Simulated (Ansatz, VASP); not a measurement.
**One calculation of Pd3PtS8, two programs**

```
Pd Pt S
1.0
     3.56197    0.00000    0.00000
    -1.78099    3.08476    0.00000
     0.00000    0.00000   25.01863
Pd Pt S
3 1 8
Direct
  0.00000 0.00000 0.25174
  0.00000 0.00000 0.50000
  0.00000 0.00000 0.74826
  0.00000 0.00000 0.00000
  0.33333 0.66667 0.04939
  0.33333 0.66667 0.30111
  0.33333 0.66667 0.54938
  0.33333 0.66667 0.79764
  0.66667 0.33333 0.20236
  0.66667 0.33333 0.45062
  0.66667 0.33333 0.69889
  0.66667 0.33333 0.95061
```

Alike in both runs: functional PBE; k mesh 12 × 12 × 2; occupations gaussian, width 0.02 eV; no spin polarisation.

Ansatz relaxed the structure, and its values are those at the end. VASP's run is a single point on that final structure, the one shown.

|  | VASP | Ansatz |
| --- | --- | --- |
| version | VASP 6.6.1 | Ansatz 0.2.0 |
| potentials or method | VASP PAW PBE potentials, release 64 (Pd, Pt, S), cutoff 520 eV | scalar-relativistic, plane waves, PAW |
| valence electrons in the cell | 88 | 120 |

VASP gave:

| Property | Result |
| --- | --- |
| gap on the k mesh at the Fermi level (eV) | 0.87 |
| least direct gap on the mesh (eV) | 1.02 |
| pressure (GPa) | -0.3 |
| rms of the force components (eV/Å) | 0.014 |

Problem. Estimate Ansatz's values.

Solution. gap on the k mesh at the Fermi level (eV): 0.88; least direct gap on the mesh (eV): 1.02; pressure (GPa): 0.0; rms of the force components (eV/Å): 0.000.

VASP's potentials hold 88 valence electrons a cell and Ansatz's 120, so a difference there can come from the potentials and not from the codes.

Neither program's run includes spin-orbit coupling.
